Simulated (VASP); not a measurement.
Crystal: CdSb3O.

```xyz
5
Lattice="3.3564 0.0000 0.0000 0.0000 3.3564 0.0000 0.0000 0.0000 11.1738" Properties=species:S:1:pos:R:3 pbc="T T T"
Cd    1.6782    1.6782    0.0000
Sb    0.0000    0.0000    5.5869
Sb    1.6782    1.6782    2.8360
Sb    1.6782    1.6782    8.3379
O     1.6782    1.6782    5.5869
```

- Program: VASP 6.6.1
- Task: relaxation of cell and atoms
- Functional: PBE
- Potentials or basis: VASP PAW PBE potentials, release 64 (Cd, Sb, O)
- Cutoff: 600 eV
- k mesh: 6 × 6 × 2
- Occupations: gaussian, width 0.1 eV
- Spin: no spin polarisation

At the start: pressure -0.3 GPa; volume 25.18 Å³/atom.

Q: How do energy, volume and symmetry change on relaxing?

A: Over 13 steps the energy falls by 55.8 meV/atom and the volume is 26.46 Å³/atom (+5.1 %); space group P4/mmm (No. 123, to 0.05 Å).

Step by step:
```csv
step,energy change (eV),largest force (eV/Å),pressure (GPa),volume (Å³)
1,0.0000,0.2956,-0.25,125.88
2,-0.0882,0.4452,0.08,125.09
3,-0.1009,0.5271,0.44,124.63
4,-0.1331,0.4796,-0.06,125.86
5,-0.2033,0.3503,-1.22,129.57
6,-0.2170,0.0109,-2.29,137.13
7,-0.2298,0.1112,-2.07,134.30
8,-0.2424,0.0752,-1.79,134.07
9,-0.2677,0.0433,-0.90,133.38
10,-0.2529,0.3177,1.19,131.93
11,-0.2727,0.1323,-0.24,132.91
12,-0.2752,0.1033,-0.22,132.76
13,-0.2792,0.0275,-0.10,132.30
```

Final structure:
```xyz
5
Lattice="3.2491 0.0000 0.0000 0.0000 3.2491 0.0000 0.0000 0.0000 12.5321" Properties=species:S:1:pos:R:3 pbc="T T T"
Cd    1.6246    1.6246    0.0000
Sb    0.0000    0.0000    6.2661
Sb    1.6246    1.6246    2.8196
Sb    1.6246    1.6246    9.7125
O     1.6246    1.6246    6.2661
```

Caveat: an odd number of electrons without spin polarisation forces a metal; a magnetic or distorted state may lie lower.
